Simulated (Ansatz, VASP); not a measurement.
**Mg: VASP beside Ansatz**

Contents of POSCAR:

```
Mg
1.0
    3.1792646675      0.0000000000      0.0000000000
   -1.5896323337      2.7533239674      0.0000000000
    0.0000000000      0.0000000000      5.1568903974
Mg
2
Direct
    0.3333333333      0.6666666667      0.2500000000
    0.6666666667      0.3333333333      0.7500000000
```

The input INCAR.step1:

```
PREC = Accurate ; ENCUT = 520
ISMEAR = -1 ; SIGMA = 0.1
LREAL = False ; LASPH = True
NELM = 80 ; NBANDS = 9
GGA = PE ; ALGO = Normal
EDIFF = 1E-4 ; LWAVE = True
LCHARG = False
```

INCAR.step2

```
PREC = Accurate ; ENCUT = 520
EDIFF = 1E-7 ; ISMEAR = -1
SIGMA = 0.1 ; LREAL = False
LASPH = True ; NELM = 80
ALGO = Normal ; ISIF = 2
LWAVE = False ; LCHARG = False
METAGGA = R2SCAN ; LMIXTAU = True
NBANDS = 9 ; ISTART = 1
```

The input KPOINTS:

```
regular mesh
0
Gamma
  11 11 6
```

Input for Ansatz:

```yaml
crystal:
  lattice:
    - [3.1792646675, 0.0, 0.0]
    - [-1.5896323337, 2.7533239674, 0.0]
    - [0.0, 0.0, 5.1568903974]
  atoms:
    - { symbol: Mg, position: [0.3333333333, 0.6666666667, 0.25] }
    - { symbol: Mg, position: [0.6666666667, 0.3333333333, 0.75] }
hamiltonian:
  xc: r2scan
  pseudopotentials:
    kind: paw
    azcp:
      Mg: "pseudopotentials/Mg.paw.azcp"
basis:
  ecutwfc: 500
  fft_grid_basis: typed
kpoints:
  mp_grid: { grid: [11, 11, 6], shift: [0, 0, 0] }
magnetization:
  spin_polarized: false
scf:
  occupations: { method: fermi_dirac, width: 0.1 }
  lower_state_search: "off"
output:
  stress: true
  write_density: true
  write_potential: true
  elf: true
  volumetric_format: npy
```

Alike in both runs: task single point; functional r2SCAN; k mesh 11 × 11 × 6; occupations fermi-dirac, width 0.1 eV; no spin polarisation.

```csv
,VASP,Ansatz
version,VASP 6.6.1,Ansatz 0.2.0
potentials or method,"VASP PAW PBE potentials, release 64 (Mg), cutoff 520 eV","plane waves (500 eV) with PAW, scalar-relativistic"
valence electrons in the cell,4,20
```

Ansatz gave:

```
pressure (GPa) : 0.0
```

Q: Estimate VASP's values.

A: Pressure (GPa): -0.3.

VASP's potentials were made for PBE, not for r2SCAN. With one functional, cell and mesh, what is left measures potentials, basis and numerics. VASP's potentials hold 4 valence electrons a cell and Ansatz's 20, so a difference there can come from the potentials and not from the codes.
